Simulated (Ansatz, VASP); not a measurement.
One calculation of Ga4AsP3, two programs

```
P Ga As
1.0
     3.97586    0.00000    0.00000
     0.00000    3.97586    0.00000
     0.00000    0.00000   11.22584
P Ga As
3 4 1
Cartesian
  0.0000 0.0000 2.7542
  1.9879 1.9879 0.0000
  0.0000 0.0000 8.4716
  0.0000 1.9879 1.3760
  1.9879 0.0000 9.8498
  0.0000 1.9879 7.0950
  1.9879 0.0000 4.1309
  1.9879 1.9879 5.6129
```

Alike in both runs: task single point; functional PBE; k mesh 6 × 6 × 2; no spin polarisation.

|  | VASP | Ansatz |
| --- | --- | --- |
| version | VASP 6.6.1 | Ansatz 0.2.0 |
| potentials or method | VASP PAW PBE potentials, release 64 (P, Ga_d, As) | plane waves, PAW |
| plane-wave cutoff (eV) | 520 | 420 |
| occupations | gaussian, width 0.01 eV | fixed |
| valence electrons in the cell | 72 | 82 |

VASP gave:

- gap on the k mesh at the Fermi level (eV): 0.94
- pressure (GPa): -1.9

Estimate Ansatz's values.

gap on the k mesh at the Fermi level (eV): 0.94; pressure (GPa): -2.0.

VASP's potentials hold 72 valence electrons a cell and Ansatz's 82, so a difference there can come from the potentials and not from the codes.
